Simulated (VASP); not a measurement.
# PbO (Fm-3m) in VASP: relaxation of cell and atoms with r2SCAN

Aim: the relaxation of cell and atoms of PbO with r2SCAN.

Everything below comes from runs of VASP 6.6.1. Logs are shortened: lines on timing, memory, paths and dates and some standing lists are left out, and cuts for length are marked.

### Step 1. The cell of the first run

It takes space group Fm-3m (No. 225, cubic). Conventional cell: a = 5.212 Å, b = 5.212 Å, c = 5.212 Å, α = 90.00°, β = 90.00°, γ = 90.00°. Pb (site symmetry m-3m) has 6 O at 2.61 Å within 3.4 Å. Within 3.4 Å of O (site symmetry m-3m) lie 6 Pb at 2.61 Å.

### Step 2. Relaxation of cell and atoms, r2SCAN

Input file POSCAR:

```
PbO
1.0
    0.0000000000      2.6059994007      2.6059994007
    2.6059994007      0.0000000000      2.6059994007
    2.6059994007      2.6059994007      0.0000000000
Pb O
1 1
Direct
    0.0000000000      0.0000000000      0.0000000000
    0.5000000000      0.5000000000      0.5000000000
```

Input file INCAR.step1:

```
SYSTEM = PbO
ALGO     = Normal         ! electronic algorithm
EDIFF    = 1E-4           ! SCF threshold, eV
ENCUT    = 600            ! plane-wave cutoff, eV
GGA      = PE             ! functional
ISMEAR   = 0              ! smearing method
LASPH    = .TRUE.         ! aspherical terms in the spheres
LCHARG   = .FALSE.        ! write CHGCAR
LREAL    = .FALSE.        ! projectors in reciprocal space
LWAVE    = .TRUE.         ! write WAVECAR
NELM     = 100            ! most SCF steps
PREC     = Accurate       ! precision mode
SIGMA    = 0.02           ! smearing width, eV
```

Input file INCAR.step2:

```
SYSTEM = PbO
ALGO     = Normal         ! electronic algorithm
EDIFF    = 1E-7           ! SCF threshold, eV
EDIFFG   = -0.01          ! ionic threshold
ENCUT    = 600            ! plane-wave cutoff, eV
IBRION   = 2              ! ionic algorithm
ISIF     = 3              ! what is computed and relaxed
ISMEAR   = 0              ! smearing method
ISTART   = 1            
LASPH    = .TRUE.         ! aspherical terms in the spheres
LCHARG   = .FALSE.        ! write CHGCAR
LMIXTAU  = .TRUE.       
LREAL    = .FALSE.        ! projectors in reciprocal space
LWAVE    = .FALSE.        ! write WAVECAR
METAGGA  = R2SCAN         ! meta-GGA
NELM     = 100            ! most SCF steps
NSW      = 80             ! ionic steps
PREC     = Accurate       ! precision mode
SIGMA    = 0.02           ! smearing width, eV
```

Input file KPOINTS:

```
k-points
0
G
  12 12 12
  0 0 0
```

Potentials or basis: VASP PAW PBE potentials, release 64 (Pb_d, O).

The run is started by

```sh
$ cat potpaw_PBE.64/Pb_d/POTCAR potpaw_PBE.64/O/POTCAR > POTCAR
$ cp INCAR.step1 INCAR
$ mpirun -np 1 vasp_std > vasp.out
$ cp INCAR.step2 INCAR
$ mpirun -np 1 vasp_std > vasp.out
```

OUTCAR:

```text
SYSTEM = PbO
   EDIFF = 1E-7
   EDIFFG = -0.01
   ENCUT = 600
   IBRION = 2
   ISIF = 3
   ISMEAR = 0
   ISTART = 1
   LASPH = .TRUE.
   LREAL = .FALSE.
   METAGGA = R2SCAN
   NELM = 100
   NSW = 80
   PREC = Accurate

 ion  position               nearest neighbor table
   1  0.000  0.000  0.000-   2 2.61   2 2.61   2 2.61   2 2.61   2 2.61   2 2.61
   2  0.500  0.500  0.500-   1 2.61   1 2.61   1 2.61   1 2.61   1 2.61   1 2.61

  LATTYP: Found a face centered cubic cell.
 ALAT       =     5.2119988014

  Lattice vectors:

 A1 = (   0.0000000000,   2.6059994007,   2.6059994007)
 A2 = (   2.6059994007,   0.0000000000,   2.6059994007)
 A3 = (   2.6059994007,   2.6059994007,   0.0000000000)

Analysis of symmetry for initial positions (statically):
=====================================================================
 Subroutine PRICEL returns:
 Original cell was already a primitive cell.

 Routine SETGRP: Setting up the symmetry group for a
 face centered cubic supercell.

 Subroutine GETGRP returns: Found 48 space group operations
 (whereof 48 operations were pure point group operations)
 out of a pool of 48 trial point group operations.

The static configuration has the point symmetry O_h .

Analysis of symmetry for dynamics (positions and initial velocities):
=====================================================================
 Subroutine PRICEL returns:
 Original cell was already a primitive cell.

 Routine SETGRP: Setting up the symmetry group for a
 face centered cubic supercell.

 Subroutine GETGRP returns: Found 48 space group operations
 (whereof 48 operations were pure point group operations)
 out of a pool of 48 trial point group operations.

The dynamic configuration has the point symmetry O_h .

 Subroutine INISYM returns: Found 48 space group operations
 (whereof 48 operations are pure point group operations),
 and found     1 'primitive' translations

----------------------------------------------------------------------------------------

                                     Primitive cell

  volume of cell :      35.3959

  direct lattice vectors                    reciprocal lattice vectors
     0.000000000  2.605999401  2.605999401    -0.191864971  0.191864971  0.191864971
     2.605999401  0.000000000  2.605999401     0.191864971 -0.191864971  0.191864971
     2.605999401  2.605999401  0.000000000     0.191864971  0.191864971 -0.191864971

  length of vectors
     3.685439696  3.685439696  3.685439696     0.332319878  0.332319878  0.332319878

[... 103 lines left out ...]
  Thomas-Fermi vector in A             =   2.480680
   LORBIT       =      0    0 simple, 1 ext, 2 COOP (PROOUT), +10 PAW based schemes
   METAGGA = R2SCAN    functional components
   LHFCALC =     F    Hartree Fock is set to
   AEXX    =    0.0000 exact exchange contribution
   IVDW    =     0    specifies the selected vdW correction
   LEPSILON=     F    determine dielectric tensor
   LRPA    =     F    only Hartree local field effects (RPA)
 conjugate gradient relaxation of ions
 non-spin polarized calculation
 Gauss-broadening in eV      SIGMA  =   0.02
  energy-cutoff  :      600.00
  volume of cell :       35.40
 maximum number of plane-waves:      1243
 NGX is ok and might be reduce to    30
   NGX = 15   NGY = 15   NGZ = 15

--------------------------------------- Ionic step        1  -------------------------------------------

 number of electron      20.0000001 magnetization

 Free energy of the ion-electron system (eV)
  ---------------------------------------------------
  ext. energy  EPLUGINS =         0.00000000
  ---------------------------------------------------
  free energy    TOTEN  =       -64.29427517 eV

  energy without entropy =      -64.29427517  energy(sigma->0) =      -64.29427517

------------------------ aborting loop because EDIFF is reached ----------------------------------------

  FORCE on cell =-STRESS in cart. coord.  units (eV):
  Direction    XX          YY          ZZ          XY          YZ          ZX
  --------------------------------------------------------------------------------------
  -------------------------------------------------------------------------------------
  Total        0.0598263      0.0598263      0.0598263      0.0000000      0.0000000      0.0000000
  in kB        2.7080063      2.7080063      2.7080063      0.0000000      0.0000000      0.0000000
  external PRESSURE =       2.7080063 kB  Pullay stress =       0.0000000 kB
[... 59 lines left out ...]
--------------------------------------- Ionic step        3  -------------------------------------------

 number of electron      20.0000001 magnetization

 Free energy of the ion-electron system (eV)
  ---------------------------------------------------
  ext. energy  EPLUGINS =         0.00000000
  ---------------------------------------------------
  free energy    TOTEN  =       -64.29435628 eV

  energy without entropy =      -64.29435628  energy(sigma->0) =      -64.29435628

 E-fermi :   6.6507     XC(G=0): -11.2754

 val. band max:        6.5648087550   @ k =   0.5000   0.0000   0.0000
 cond. band min:       6.8788643021   @ k =   0.5000   0.0000   0.0000
 fundamental gap:      0.3140555472
 Fermi energy:         6.6506514046

 k-point     1 :       0.0000    0.0000    0.0000
  band No.  band energies     occupation
      1     -12.3298      2.00000
      2     -10.5915      2.00000
      3     -10.5915      2.00000
      4     -10.5915      2.00000
      5     -10.4575      2.00000
      6     -10.4575      2.00000
      7      -1.2098      2.00000
      8       3.8683      2.00000
      9       3.8683      2.00000
     10       3.8683      2.00000
     11      15.1799      0.00000
     12      15.1799      0.00000
     13      15.1799      0.00000
     14      17.2714      0.00000
[... 377 lines left out ...]
      1     -11.9332      2.00000
      2     -10.5839      2.00000
      3     -10.5492      2.00000
      4     -10.5254      2.00000
      5     -10.4210      2.00000
      6     -10.1924      2.00000
      7      -1.9600      2.00000
      8       3.0965      2.00000
      9       4.0733      2.00000
     10       6.1146      2.00000
     11       7.7754      0.00000
     12      11.3619      0.00000
     13      12.0597      0.00000
     14      18.5313      0.00000

 [... further k-points ...]

------------------------ aborting loop because EDIFF is reached ----------------------------------------

  FORCE on cell =-STRESS in cart. coord.  units (eV):
  Direction    XX          YY          ZZ          XY          YZ          ZX
  --------------------------------------------------------------------------------------
  -------------------------------------------------------------------------------------
  Total       -0.0008246     -0.0008246     -0.0008246      0.0000000      0.0000000     -0.0000000
  in kB       -0.0372223     -0.0372223     -0.0372223      0.0000000      0.0000000     -0.0000000
  external PRESSURE =      -0.0372223 kB  Pullay stress =       0.0000000 kB
[... 17 lines left out ...]
  FREE ENERGIE OF THE ION-ELECTRON SYSTEM (eV)
  ---------------------------------------------------
  free  energy   TOTEN  =       -64.2943562842 eV

  energy  without entropy=      -64.2943562842  energy(sigma->0) =      -64.29435628

 reached required accuracy - stopping structural energy minimisation
```

OSZICAR.step1:

```text
N       E                     dE             d eps       ncg     rms          rms(c)
DAV:   1     0.186371974080E+03    0.18637E+03   -0.11501E+04  2030   0.187E+03
DAV:   2     0.305370413457E+01   -0.18332E+03   -0.17715E+03  2292   0.428E+02
DAV:   3    -0.122080245782E+02   -0.15262E+02   -0.15063E+02  2388   0.127E+02
DAV:   4    -0.125762902082E+02   -0.36827E+00   -0.36797E+00  2244   0.213E+01
DAV:   5    -0.125875933109E+02   -0.11303E-01   -0.11303E-01  2582   0.380E+00    0.863E+00
DAV:   6    -0.106924911323E+02    0.18951E+01   -0.16577E+01  2752   0.337E+01    0.517E+00
DAV:   7    -0.103926505967E+02    0.29984E+00   -0.23306E+00  2326   0.145E+01    0.151E+00
DAV:   8    -0.104142260007E+02   -0.21575E-01   -0.42803E-01  2108   0.754E+00    0.151E+00
DAV:   9    -0.103776556489E+02    0.36570E-01   -0.57402E-02  2340   0.334E+00    0.193E-01
DAV:  10    -0.103786362742E+02   -0.98063E-03   -0.78835E-03  2046   0.774E-01    0.225E-01
DAV:  11    -0.103780599719E+02    0.57630E-03   -0.15658E-03  2082   0.346E-01    0.256E-02
DAV:  12    -0.103780476658E+02    0.12306E-04   -0.81783E-05  1074   0.911E-02
   1 F= -.10378048E+02 E0= -.10378048E+02  d E =-.661580E-25
```

Run time: 14 min. Hardware: 1 thread of Intel Xeon 8259CL, shared host; peak memory 0.22 GiB.

Results:

```
Free energy                           : -64.2944 eV
Relaxed volume                        : 17.75 Å³/atom
Relaxed cell                          : a = 3.689 Å, b = 3.689 Å, c = 3.689 Å, α = 60.00°, β = 60.00°, γ = 60.00°
Space group after relaxing (to 0.1 Å) : Fm-3m (No. 225)
Energy gained by relaxing             : 0.0 meV/atom
Ionic steps                           : 3
Pressure after relaxing               : 0.0 GPa
Band gap on the k mesh                : 0.31 eV
```

Final structure:
```
Pb O
1.0
     0.00000    2.60836    2.60836
     2.60836    0.00000    2.60836
     2.60836    2.60836    0.00000
Pb O
1 1
Cartesian
  0.0000 0.0000 0.0000
  2.6084 2.6084 2.6084
```

Caveat: the PAW data sets were made with another functional, which shifts forces and pressure a little; spin-orbit coupling is left out, which moves the levels of the heavy elements. A k mesh can miss the band edges.
